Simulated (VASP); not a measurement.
A run of VASP 6.6.1 is set up as follows.

File INCAR:

```
SYSTEM = ZnCu
ALGO = Normal
EDIFF = 1E-6
ENCUT = 520
GGA = PS
ISIF = 2
ISMEAR = 0
LASPH = .True.
LCHARG = .False.
LREAL = .False.
LWAVE = .False.
NBANDS = 18
NELM = 100
PREC = Accurate
SIGMA = 0.1
```

File KPOINTS:

```
k-points
0
Gamma
  14 14 14
  0 0 0
```

File POSCAR:

```
ZnCu
1.0
    2.9079621842      0.0000000000      0.0000000000
    0.0000000000      2.9079621842      0.0000000000
    0.0000000000      0.0000000000      2.9079621842
Zn Cu
1 1
Direct
    0.5000000000      0.5000000000      0.5000000000
    0.0000000000      0.0000000000      0.0000000000
```

Potentials or basis: VASP PAW PBE potentials, release 64 (Zn, Cu).

Launch:

```sh
$ cat potpaw_PBE.64/Zn/POTCAR potpaw_PBE.64/Cu/POTCAR > POTCAR
$ mpirun -np 1 vasp_std > vasp.out
```

(1) What does it give for the band gap on the k mesh?

(2) Predict the pressure.

Answers

(1) zero (an odd number of electrons rules out a gap without spin polarisation).

(2) 0.7 GPa.

Caveat: the PAW data sets were made with another functional, which shifts forces and pressure a little.
